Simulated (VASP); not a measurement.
# CO in VASP: a series of runs, part 2 of 2

VASP 6.6.1. Earlier steps stand in the parts before.

## (5) Single point, PBEsol

Input file INCAR:

```
SYSTEM = CO
PREC     = Accurate       ! precision mode
ENCUT    = 520            ! plane-wave cutoff, eV
EDIFF    = 1E-6           ! SCF threshold, eV
ISMEAR   = -1             ! smearing method
SIGMA    = 0.02           ! smearing width, eV
LREAL    = .FALSE.        ! projectors in reciprocal space
LASPH    = .TRUE.         ! aspherical terms in the spheres
NELM     = 120            ! most SCF steps
ALGO     = Normal         ! electronic algorithm
ISIF     = 2              ! what is computed and relaxed
LWAVE    = .FALSE.        ! write WAVECAR
LCHARG   = .FALSE.        ! write CHGCAR
GGA      = PS             ! functional
NBANDS   = 54             ! bands
GGA_COMPAT= .FALSE.
```

Input file KPOINTS:

```
Automatic mesh
0
G
  1 1 1
  0 0 0
```

Input file POSCAR:

```
CO
1.0
    7.7417530000      0.0000000000      0.0000000000
    0.0000000000      7.7417530000      0.0000000000
    0.0000000000      0.0000000000      7.7417530000
O C
8 8
Direct
    0.8006326216      0.3280652328      0.7416537314
   -0.0626731439      0.7947295658      0.2929439883
    0.4616525482      0.8048823051      0.5954852861
    0.0366583641      0.9146507257      0.8706426051
    0.4141180944      0.4319564316      0.7676426773
    0.8287528677      0.2380726949      0.2069040436
    0.3212450720      0.0626731439      0.1187069647
    0.4576870381      0.6306969494      0.1879160960
    0.9183837304      0.3653565284      0.8171663446
   -0.0591726447      0.7330251947      0.4260275418
    0.5480283342      0.9157615853      0.6297281766
    0.1139535193      0.9603509696      0.7484093073
    0.3217100830      0.4922011849      0.6798201906
    0.7188681943      0.3371846144      0.2361222323
    0.2469208201      0.1190298890      0.2293279054
    0.3466269203      0.6381758757      0.0980914788
```

The run is started by

```
cat potpaw_PBE.64/O/POTCAR potpaw_PBE.64/C/POTCAR > POTCAR
mpirun -np 1 vasp_gam > vasp.out
```

It took 62 s on 1 thread of AMD EPYC 7R13, shared host; peak memory 0.42 GiB.

It converged, with:

```
Free energy   : -120.8292 eV
Pressure      : 1.9 GPa
Largest force : 7.007 eV/Å
```

Forces on the atoms (eV/Å):
```
O   -2.090 -0.636 -1.375
O    0.009  0.274 -0.604
O   -1.502 -1.918 -0.715
O    1.678  0.990 -2.728
O    4.608 -3.002  4.341
O   -2.032  1.795  0.541
O    1.418 -1.041 -2.068
O    3.412 -0.151  2.799
C    2.131  0.661  1.319
C   -0.022 -0.271  0.612
C    1.671  2.111  0.646
C   -1.778 -1.008  2.712
C   -4.736  2.749 -4.370
C    2.075 -1.897 -0.484
C   -1.377  1.094  2.108
C   -3.466  0.251 -2.735
```

Stress tensor (GPa, compression positive):
```
 2.68 -0.01  2.76
-0.01  1.01 -0.03
 2.76 -0.03  2.03
```

Levels at points of the mesh, in eV from the Fermi level:
```tsv
k point	band 38	band 39	band 40	band 41	band 42	band 43
(0.00, 0.00, 0.00)	-0.96	-0.89	-0.57	5.12	5.33	5.37
```

Caveat: the k points lie up to 0.81 Å⁻¹ apart; the PAW data sets were made with another functional, which shifts forces and pressure a little.

## (6) Relaxation of the atoms, PBEsol

Input file INCAR:

```
SYSTEM = CO
PREC = Accurate ; ENCUT = 520
EDIFF = 1E-7 ; ISMEAR = -1
SIGMA = 0.02 ; LREAL = .FALSE.
LASPH = .TRUE. ; NELM = 120
ALGO = Normal ; ISIF = 2
LWAVE = .FALSE. ; LCHARG = .FALSE.
GGA = PS ; IBRION = 2
NSW = 35 ; EDIFFG = -0.3
GGA_COMPAT = .FALSE. ; NELMIN = 4
```

KPOINTS is that of step 5.

Input file POSCAR:

```
CO
1.0
    7.7417530000      0.0000000000      0.0000000000
    0.0000000000      7.7417530000      0.0000000000
    0.0000000000      0.0000000000      7.7417530000
O C
8 8
Direct
    0.7621186000      0.5525278000      0.7459460000
    0.2607888000      0.8327719000      0.3401470000
    0.6253271000      0.9094569000      0.6974042000
   -0.0135491000      0.9437345000      0.7668062000
    0.2391153000      0.4144263000      0.6871395000
    0.8562225000      0.4150949000      0.3336581000
    0.2678788000      0.0345203000      0.1154666000
    0.5237378000      0.5608111000      0.1669704000
    0.7393289000      0.6276571000      0.8721004000
    0.1210697000      0.8046588000      0.2981117000
    0.4914015000      0.8981182000      0.6340473000
    0.0379433000      0.9306149000      0.6280434000
    0.1452399000      0.3120292000      0.6344047000
    0.7943248000      0.5450367000      0.3705706000
    0.4116953000      0.0186444000      0.0816510000
    0.4439148000      0.4471519000      0.2197776000
```

Potentials or basis: VASP PAW PBE potentials, release 64 (O, C).

The run is started by

```
cat potpaw_PBE.64/O/POTCAR potpaw_PBE.64/C/POTCAR > POTCAR
mpirun -np 1 vasp_gam > vasp.out
```

Wall time 19 min (1 thread of AMD EPYC 7R13, shared host); peak memory 0.47 GiB.

The run converged. Its results:

| Property | Result |
| --- | --- |
| Free energy | -121.0405 eV |
| Energy gained by relaxing | 36.4 meV/atom |
| Ionic steps | 26 |
| Pressure after relaxing | 0.5 GPa |
| Largest force after relaxing | 0.258 eV/Å |

Forces in eV/Å, atoms in the order of the input:
```
O    0.001 -0.215 -0.112
O    0.050 -0.065 -0.066
O   -0.017  0.042 -0.080
O    0.072 -0.011 -0.013
O    0.116  0.090  0.061
O    0.071 -0.188 -0.114
O    0.186 -0.123 -0.010
O    0.003  0.054 -0.112
C    0.067  0.096  0.230
C   -0.025  0.054 -0.118
C   -0.064  0.066  0.073
C   -0.072  0.054  0.140
C   -0.059 -0.032 -0.044
C   -0.069  0.164  0.068
C   -0.200  0.097 -0.009
C   -0.061 -0.085  0.106
```

Stress tensor (GPa, compression positive):
```
 0.50  0.07 -0.08
 0.07  0.50  0.12
-0.08  0.12  0.56
```

The path:
| step | energy change (eV) | largest force (eV/Å) | pressure (GPa) |
| --- | --- | --- | --- |
| 1 | 0.0000 | 1.7872 | 0.05 |
| 2 | 4.2026 | 17.1742 | 14.21 |
| 3 | -0.0496 | 1.0711 | 1.29 |
| 4 | -0.1609 | 0.7845 | 1.17 |
| 5 | -0.3545 | 1.3345 | 0.74 |
| 6 | -0.2561 | 6.2583 | -0.55 |
| 7 | -0.3948 | 2.7034 | 0.38 |
| 8 | -0.4297 | 1.6788 | 0.45 |
| 9 | -0.4583 | 0.7026 | 0.60 |
| 10 | -0.4583 | 0.6169 | 0.59 |
| 11 | -0.4636 | 0.6705 | 0.65 |
| 12 | -0.4759 | 0.8092 | 0.83 |
| 13 | -0.4860 | 1.0211 | 1.18 |
| 14 | -0.4889 | 1.0076 | 1.16 |
| 15 | -0.4970 | 0.9667 | 1.10 |
| 16 | -0.5112 | 0.8873 | 0.97 |
| 17 | -0.5306 | 0.7606 | 0.69 |
| 18 | -0.5217 | 2.8831 | 0.05 |
| 19 | -0.5356 | 1.4772 | 0.48 |
| 20 | -0.5491 | 1.2349 | 0.34 |
| 21 | -0.5605 | 0.8086 | 0.06 |
| 22 | -0.5704 | 0.4672 | 0.27 |
| 23 | -0.5740 | 0.6982 | 0.50 |
| 24 | -0.5782 | 0.4280 | 0.59 |
| 25 | -0.5792 | 0.3683 | 0.66 |
| 26 | -0.5823 | 0.2579 | 0.52 |

Final structure:
```
CELL_PARAMETERS angstrom
7.74175 0.00000 0.00000
0.00000 7.74175 0.00000
0.00000 0.00000 7.74175
ATOMIC_POSITIONS crystal
O 0.76476 0.53724 0.75407
O 0.25029 0.76729 0.36432
O 0.62148 0.92518 0.68473
O 0.99009 0.94088 0.78721
O 0.24325 0.41652 0.68886
O 0.86021 0.41572 0.33080
O 0.28706 0.09728 0.04894
O 0.49495 0.55892 0.15789
C 0.75594 0.61896 0.87633
C 0.11292 0.77452 0.31098
C 0.48052 0.90717 0.64559
C 0.02473 0.94063 0.64376
C 0.14758 0.31953 0.63266
C 0.82180 0.54751 0.38454
C 0.42164 0.03794 0.06282
C 0.42935 0.44196 0.21874
```

Levels at points of the mesh, in eV from the Fermi level:
```csv
k point,band 37,band 38,band 39,band 40,band 41,band 42,band 43,band 44
"(0.00, 0.00, 0.00)",-1.27,-1.16,-0.96,-0.57,4.90,4.96,5.12,5.24
```

Caveat: the k points lie up to 0.81 Å⁻¹ apart; the PAW data sets were made with another functional, which shifts forces and pressure a little; the relaxation stopped at a loose force limit of 0.3 eV/Å, so its end isn't a converged minimum.

## (7) Molecular dynamics, PBEsol

Input file INCAR:

```
SYSTEM = CO
  PREC = Normal
  ENCUT = 440
  EDIFF = 1E-5
  ISMEAR = -1
  SIGMA = 0.02
  LREAL = .FALSE.
  LASPH = .TRUE.
  NELM = 120
  ALGO = Normal
  ISIF = 2
  LWAVE = .FALSE.
  LCHARG = .FALSE.
  GGA = PS
  NBANDS = 54
  IBRION = 0
  NSW = 40
  POTIM = 1.0
  TEBEG = 500.0
  TEEND = 500.0
  ISYM = 0
  NELMIN = 4
  RANDOM_SEED = 534338 0 0
  MDALGO = 3
  LANGEVIN_GAMMA = 20 20
  GGA_COMPAT = .FALSE.
  MAXMIX = 40
```

Input file KPOINTS:

```
regular mesh
0
G
  1 1 1
  0 0 0
```

Input file POSCAR:

```
CO
1.0
    7.7417530000      0.0000000000      0.0000000000
    0.0000000000      7.7417530000      0.0000000000
    0.0000000000      0.0000000000      7.7417530000
O C
8 8
Direct
    0.7508649800      0.4437947800      0.8253602200
    0.1325768200      0.7869985300      0.3275366100
    0.5821112200      0.8616829100      0.5995356000
   -0.0269611100      0.9834829700      0.8101382800
    0.3419715700      0.4286010900      0.7261976100
    0.9107201500      0.3381309200      0.2661407200
    0.3219421500      0.0507993700      0.0723967600
    0.4576107400      0.5842253600      0.1303604200
    0.8472702800      0.5420886800      0.8750254100
   -0.0108597500      0.8121226400      0.3124659700
    0.4582289700      0.9236082900      0.6462221300
   -0.0057693200      1.0556257900      0.6845970300
    0.2192692600      0.4445867500      0.6481667100
    0.8390313700      0.4057175700      0.3745527000
    0.4579410400      0.1035496600      0.0618015100
    0.4306096400      0.4822396000      0.2317470100
```

Potentials or basis: VASP PAW PBE potentials, release 64 (O, C).

The run is started by

```
cat potpaw_PBE.64/O/POTCAR potpaw_PBE.64/C/POTCAR > POTCAR
mpirun -np 1 vasp_gam > vasp.out
```

OUTCAR:

```text
SYSTEM = CO
   PREC = Normal
   ENCUT = 440
   EDIFF = 1E-5
   ISMEAR = -1
   LREAL = .FALSE.
   LASPH = .TRUE.
   NELM = 120
   ISIF = 2
   GGA = PS
   IBRION = 0
   NSW = 40
   POTIM = 1.0
   TEBEG = 500.0
   ISYM = 0
   NELMIN = 4

 ion  position               nearest neighbor table
   1  0.751  0.444  0.825-   9 1.13
   2  0.133  0.787  0.328-  10 1.13
   3  0.582  0.862  0.600-  11 1.13
   4  0.973  0.983  0.810-  12 1.13
   5  0.342  0.429  0.726-  13 1.13
   6  0.911  0.338  0.266-  14 1.13
[... 8 lines left out ...]
  15  0.458  0.104  0.062-   7 1.13
  16  0.431  0.482  0.232-   8 1.13

IMPORTANT INFORMATION: All symmetrisations will be switched off!
NOSYMM: (Re-)initialisation of all symmetry stuff for point group C_1.

----------------------------------------------------------------------------------------

                                     Primitive cell

  volume of cell :     463.9999

  direct lattice vectors                    reciprocal lattice vectors
     7.741753000  0.000000000  0.000000000     0.129169711  0.000000000  0.000000000
     0.000000000  7.741753000  0.000000000     0.000000000  0.129169711  0.000000000
     0.000000000  0.000000000  7.741753000     0.000000000  0.000000000  0.129169711

[... 314 lines left out ...]

--------------------------------------- Ionic step       38  -------------------------------------------

 number of electron      80.0000007 magnetization

------------------------ aborting loop because EDIFF is reached ----------------------------------------
[... 115 lines left out ...]
--------------------------------------- Ionic step       40  -------------------------------------------

 number of electron      80.0000003 magnetization

 Free energy of the ion-electron system (eV)
  ---------------------------------------------------
  ext. energy  EPLUGINS =         0.00000000
  ---------------------------------------------------
  free energy    TOTEN  =      -121.26484018 eV

  energy without entropy =     -121.26484018  energy(sigma->0) =     -121.26484018

 E-fermi :  -5.1997     XC(G=0):  -5.5185

 val. band max:       -5.7646164521   @ k =   0.0000   0.0000   0.0000
 cond. band min:      -0.2576963837   @ k =   0.0000   0.0000   0.0000
 fundamental gap:      5.5069200684
 Fermi energy:        -5.1996932279

 k-point     1 :       0.0000    0.0000    0.0000
  band No.  band energies     occupation
      1     -26.7685      2.00000
      2     -26.6305      2.00000
      3     -26.6188      2.00000
      4     -26.3638      2.00000
      5     -26.3151      2.00000
      6     -26.3149      2.00000
[... 44 lines left out ...]
     51       0.7999      0.00000
     52       0.8560      0.00000
 [bands above 52 left out]

------------------------ aborting loop because EDIFF is reached ----------------------------------------

  FORCE on cell =-STRESS in cart. coord.  units (eV):
  Direction    XX          YY          ZZ          XY          YZ          ZX
  --------------------------------------------------------------------------------------
  -------------------------------------------------------------------------------------
  Total       -2.7523260     -3.3523166     -3.4944745     -0.4934938      1.3770565      0.3333727
  in kB       -9.5036958    -11.5754446    -12.0663113     -1.7040188      4.7549329      1.1511256
  external PRESSURE =     -11.0484839 kB  Pullay stress =       0.0000000 kB
[... 37 lines left out ...]
  ENERGY OF THE ELECTRON-ION-THERMOSTAT SYSTEM (eV)
  ---------------------------------------------------
% ion-electron   TOTEN  =      -121.264840  see above
  kinetic energy EKIN   =         0.652439
  kin. lattice  EKIN_LAT=         0.000000  (temperature  315.47 K)
  nose potential ES     =         0.000000
  nose kinetic   EPS    =         0.000000
  ---------------------------------------------------
  total energy   ETOTAL =      -120.612401 eV
```

OSZICAR:

```text
N       E                     dE             d eps       ncg     rms          rms(c)
DAV:   1     0.649173779471E+03    0.64917E+03   -0.37333E+04   116   0.113E+03
[... 280 lines left out ...]
     39 T=   326. E= -.12061877E+03 F= -.12129268E+03 E0= -.12129268E+03  EK= 0.67390E+00 SP= 0.00E+00 SK= 0.00E+00
       N       E                     dE             d eps       ncg     rms          rms(c)
DAV:   1    -0.121262432890E+03    0.30249E-01   -0.26357E-01   120   0.326E+00    0.183E-01
DAV:   2    -0.121264899542E+03   -0.24667E-02   -0.29526E-02   136   0.781E-01    0.129E-01
DAV:   3    -0.121264856111E+03    0.43431E-04   -0.96587E-04   152   0.139E-01    0.647E-02
DAV:   4    -0.121264840842E+03    0.15269E-04   -0.98539E-05   136   0.560E-02    0.250E-02
DAV:   5    -0.121264840178E+03    0.66381E-06   -0.24438E-05   120   0.289E-02
     40 T=   315. E= -.12061240E+03 F= -.12126484E+03 E0= -.12126484E+03  EK= 0.65244E+00 SP= 0.00E+00 SK= 0.00E+00
```

CONTCAR:

```text
CO
   1.00000000000000
     7.7417530000000001    0.0000000000000000    0.0000000000000000
     0.0000000000000000    7.7417530000000001    0.0000000000000000
     0.0000000000000000    0.0000000000000000    7.7417530000000001
  O               C
     8     8
Direct
     0.7817425905304660    0.4539880549462315    0.8058230265809152
     0.1055097553436202    0.7965172106982590    0.3346434916049137
     0.5607718329479912    0.9034894766804309    0.5999214982450443
     0.9892609063359661    0.9679412485610749    0.8139232064564754
     0.3491414382522282    0.4193470822958092    0.7137096424348613
     0.9174824277873374    0.3173034469463147    0.2874399710743138
[... 8 lines left out ...]
     0.4511344231884894    0.1357996727716655    0.0696536064380833
     0.4195368755618157    0.4580668609580303    0.2170970049130768

  0.70386141E-02  0.12566203E-02  0.78128829E-03
 -0.45544906E-02  0.56946962E-02 -0.23496169E-02
  0.52757923E-04  0.40393630E-02  0.30957233E-02
  0.23365159E-02 -0.42153393E-02  0.18873079E-02
 -0.11052226E-02  0.20456398E-02 -0.64280726E-02
  0.67537990E-03 -0.79216395E-02  0.29988472E-02
[... 8 lines left out ...]
 -0.59782648E-02  0.52124896E-02  0.48599636E-02
 -0.28007907E-02  0.38594764E-02 -0.10204915E-02

           1
   1.00000000000000
  0.10000000E+01  0.00000000E+00  0.00000000E+00  0.00000000E+00
  0.78265177E+00  0.45415037E+00  0.80592395E+00
  0.10492145E+00  0.79725279E+00  0.33433999E+00
  0.56077865E+00  0.90401124E+00  0.60032137E+00
  0.98956271E+00  0.96739675E+00  0.81416699E+00
  0.34899868E+00  0.41961132E+00  0.71287933E+00
  0.91756967E+00  0.31628021E+00  0.28782733E+00
[... 40 lines left out ...]
  0.00000000E+00  0.00000000E+00  0.00000000E+00
  0.00000000E+00  0.00000000E+00  0.00000000E+00
```

It took 8.6 min on 1 thread of AMD EPYC 7R13, shared host; peak memory 0.23 GiB.

Caveat: the k points lie up to 0.81 Å⁻¹ apart; the cutoff is under 1.25 times the usual one of these potentials, so pressure, stress and relaxed cells hold a basis-set (Pulay) error; the PAW data sets were made with another functional, which shifts forces and pressure a little.

## (8) The runs side by side

```csv
task,cell,cutoff (eV),pressure (GPa),largest force (eV/Å)
single point,"as given, atomic positions A",520,1.0,1.17
single point,"as given, atomic positions B",520,2.5,6.11
single point,"as given, atomic positions C",520,1.5,3.48
single point,"as given, atomic positions D",520,1.9,7.01
relaxation of the atoms,"atoms relaxed, atomic positions E",520,0.5,0.26
molecular dynamics,"as given, atomic positions A",440,-,-
```

Alike in all rows: level PBEsol; potentials or basis VASP PAW PBE potentials, release 64 (O, C); no spin polarisation; k mesh 1 × 1 × 1; smearing fermi-dirac 0.02 eV.

Caveats: all runs use coarse meshes; the PAW data sets were made with another functional, which shifts forces and pressure a little; the relaxation stopped at a loose force limit of 0.3 eV/Å, so its end isn't a converged minimum (at least some runs); the cutoff is under 1.25 times the usual one of these potentials, so pressure, stress and relaxed cells hold a basis-set (Pulay) error (at least some runs).

Absolute energies hang on the potentials; compare differences alone.
